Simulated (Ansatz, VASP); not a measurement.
Two plane-wave programs on GaSb

```
CELL_PARAMETERS angstrom
0.00000 3.05900 3.05900
3.05900 0.00000 3.05900
3.05900 3.05900 0.00000
ATOMIC_POSITIONS crystal
Sb 0.75000 0.75000 0.75000
Ga 0.00000 0.00000 0.00000
```

Alike in both runs: task single point; functional BLYP; dispersion D3(BJ); k mesh 8 × 8 × 8; occupations fermi-dirac, width 0.05 eV; no spin polarisation.

|  | VASP | Ansatz |
| --- | --- | --- |
| version | VASP 6.6.1 | Ansatz 0.2.0 |
| potentials or method | VASP PAW PBE potentials, release 64 (Sb, Ga_d) | Ansatz PAW |
| plane-wave cutoff (eV) | 520 | 420 |
| valence electrons in the cell | 18 | 28 |

|  | VASP | Ansatz | Ansatz less VASP |
| --- | --- | --- | --- |
| gap on the k mesh at the Fermi level (eV) | none | none | - |
| pressure (GPa) | 0.6 | 0.3 | -0.23 |

VASP's potentials were made for PBE, not for BLYP. A gap of «none» marks a metal or a gap that the smearing closes. VASP's potentials hold 18 valence electrons a cell and Ansatz's 28, so a difference there can come from the potentials and not from the codes.

Spin-orbit coupling is off throughout.
